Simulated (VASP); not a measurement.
# CdI2 (P-3m1) in VASP: notebook, part 2 of 2

VASP 6.6.1. Earlier steps stand in the parts before.

### 3 Electric field gradients, PBEsol (21.40 Å³/atom)

This run uses another cell than the first one, of 21.40 Å³/atom.

The input, INCAR:

```
PREC = Accurate
ENCUT = 400
EDIFF = 1E-8
ISMEAR = -1
SIGMA = 0.03
LREAL = False
LASPH = True
NELM = 120
ALGO = Normal
ISIF = 2
LWAVE = False
LCHARG = False
GGA = PS
LEFG = True
NBANDS = 20
GGA_COMPAT = False
```

The input, KPOINTS:

```
Automatic mesh
0
Gamma
  8 8 4
```

The input, POSCAR:

```
CdI2
1.0
    3.4952818728      0.0000000000      0.0000000000
   -1.7476409364      3.0270028952      0.0000000000
    0.0000000000      0.0000000000      6.0673408648
Cd I
1 2
Direct
    0.0000000000      0.0000000000      0.0000000000
    0.3333333333      0.6666666667      0.2976039607
    0.6666666667      0.3333333333      0.7023960393
```

Potentials or basis: VASP PAW PBE potentials, release 64 (Cd, I).

Started as:

```console
> cat potpaw_PBE.64/Cd/POTCAR potpaw_PBE.64/I/POTCAR > POTCAR
> mpirun -np 1 vasp_std > vasp.out
```

OUTCAR:

```text
PREC = Accurate
   ENCUT = 400
   EDIFF = 1E-8
   ISMEAR = -1
   LREAL = False
   LASPH = True
   NELM = 120
   ISIF = 2
   GGA = PS

 ion  position               nearest neighbor table
   1  0.000  0.000  0.000-   2 2.71   3 2.71   2 2.71   3 2.71   3 2.71   2 2.71
   2  0.333  0.667  0.298-   1 2.71   1 2.71   1 2.71   3 3.18   3 3.18   3 3.18
   3  0.667  0.333  0.702-   1 2.71   1 2.71   1 2.71   2 3.18   2 3.18   2 3.18

  LATTYP: Found a hexagonal cell.
 ALAT       =     3.4952818728
 C/A-ratio  =     1.7358659718

  Lattice vectors:

[... 773 lines left out ...]

 Electric field gradients (V/A^2)
---------------------------------------------------------------------
 ion       V_xx      V_yy      V_zz      V_xy      V_xz      V_yz
---------------------------------------------------------------------
   1      16.393    16.391   -32.784    -0.002    -0.000     0.000
   2    -130.705  -130.705   261.410     0.000    -0.000     0.000
   3    -130.705  -130.705   261.410     0.000    -0.000     0.000
---------------------------------------------------------------------

 Electric field gradients after diagonalization (V/A^2)
 (convention: |V_zz| > |V_xx| > |V_yy|)
----------------------------------------------------------------------
 ion       V_xx      V_yy      V_zz     asymmetry (V_yy - V_xx)/ V_zz
----------------------------------------------------------------------
   1      16.395    16.389   -32.784       0.000
   2    -130.706  -130.705   261.410       0.000
   3    -130.706  -130.705   261.410       0.000
----------------------------------------------------------------------

           NMR quadrupolar parameters

 Cq : quadrupolar parameter    Cq=e*Q*V_zz/h
 eta: asymmetry parameters     (V_yy - V_xx)/ V_zz
 Q  : nuclear electric quadrupole moment in mb (millibarn)
----------------------------------------------------------------------
 ion       Cq(MHz)       eta       Q (mb)
----------------------------------------------------------------------
   1      -0.079       0.000       1.000
   2       0.632       0.000       1.000
   3       0.632       0.000       1.000
----------------------------------------------------------------------
```

OSZICAR:

```text
N       E                     dE             d eps       ncg     rms          rms(c)
DAV:   1     0.145464661780E+03    0.14546E+03   -0.10783E+04  1448   0.959E+02
DAV:   2     0.343941813720E+01   -0.14203E+03   -0.13671E+03  1608   0.246E+02
DAV:   3    -0.353654304980E+01   -0.69760E+01   -0.69439E+01  1676   0.550E+01
DAV:   4    -0.361306883992E+01   -0.76526E-01   -0.76511E-01  1636   0.573E+00
DAV:   5    -0.361457394759E+01   -0.15051E-02   -0.15051E-02  1696   0.790E-01    0.181E+01
DAV:   6    -0.335410647097E+01    0.26047E+00   -0.56369E-01  1588   0.111E+01    0.124E+01
DAV:   7    -0.333633578607E+01    0.17771E-01   -0.33721E-01  1556   0.400E+00    0.103E+00
DAV:   8    -0.332864733289E+01    0.76885E-02   -0.49456E-02  1500   0.289E+00    0.756E-01
DAV:   9    -0.332822508149E+01    0.42225E-03   -0.43839E-03  1636   0.448E-01    0.306E-01
DAV:  10    -0.332820682878E+01    0.18253E-04   -0.19172E-04  1620   0.103E-01    0.105E-01
DAV:  11    -0.332820234385E+01    0.44849E-05   -0.20391E-05  1700   0.289E-02    0.267E-02
DAV:  12    -0.332820321731E+01   -0.87346E-06   -0.22452E-06  1640   0.852E-03    0.663E-03
DAV:  13    -0.332820321972E+01   -0.24122E-08   -0.36158E-07  1620   0.354E-03    0.189E-03
DAV:  14    -0.332820306558E+01    0.15414E-06   -0.10395E-07  1564   0.231E-03    0.710E-04
DAV:  15    -0.332820308603E+01   -0.20450E-07   -0.53874E-09   944   0.720E-04    0.434E-04
DAV:  16    -0.332820308603E+01    0.56843E-11   -0.20552E-09   872   0.238E-04
   1 F= -.33282031E+01 E0= -.33277572E+01  d E =-.891739E-03
```

stdout:

```text
POSCAR found type information on POSCAR CdI
 POSCAR found :  2 types and       3 ions
 scaLAPACK will be used
 -----------------------------------------------------------------------------
|                                                                             |
|                                                                             |
|     You enforced a specific xc type in the INCAR file but a different       |
|     I HOPE YOU KNOW WHAT YOU ARE DOING!                                     |
|                                                                             |
 -----------------------------------------------------------------------------

 LDA part: xc-table for (Slater+PW92), standard interpolation
 POSCAR, INCAR and KPOINTS ok, starting setup
 FFT: planning ... GRIDC
 FFT: planning ... GRID_SOFT
 FFT: planning ... GRID
 WAVECAR not read
 entering main loop
ion   1

ion   2

ion   3
```

Wall time 30 s (1 thread of Intel Xeon Platinum 8488C (Sapphire Rapids), shared host); peak memory 0.17 GiB.

Results:

```
Free energy                             : -3.3282 eV
Pressure                                : 39.1 GPa
Largest force                           : 0.101 eV/Å
Band gap on the k mesh                  : 0.09 eV (least direct gap 2.13 eV)
Largest electric field gradient by atom : Cd -32.8; I +261.4 V/Å²
```

Forces on the atoms (eV/Å):
```
Cd   0.000  0.000  0.000
I    0.000  0.000  0.101
I    0.000  0.000 -0.101
```

Levels at points of the mesh, in eV from the valence-band top:
```csv
k point,band 10,band 11,band 12,band 13,band 14,band 15,band 16,band 17
"(0.00, 0.00, 0.00)",-0.96,-0.96,-0.60,-0.60,2.76,3.93,6.35,6.35
"(0.50, 0.00, 0.00)",-5.62,-3.68,-3.66,-0.72,2.69,2.81,3.49,4.96
"(0.00, 0.00, 0.50)",-1.42,-1.42,0.00,0.00,4.64,4.74,5.72,5.91
"(0.50, 0.00, 0.50)",-3.24,-2.57,-2.37,-2.25,0.98,1.58,3.08,4.92
```

Electric field gradients, principal values (V/Å²):
| atom | least | middle | greatest (by size) |
| --- | --- | --- | --- |
| 1 Cd | 16.389 | 16.395 | -32.784 |
| 2 I | -130.705 | -130.706 | 261.410 |
| 3 I | -130.705 | -130.706 | 261.410 |

Caveat: the cell stands under pressure; without QUAD_EFG the Cq values of the log hold for a quadrupole moment of 1 mb, not for the nuclei; the PAW data sets were made with another functional, which shifts forces and pressure a little; spin-orbit coupling is left out, which moves the levels of the heavy elements.
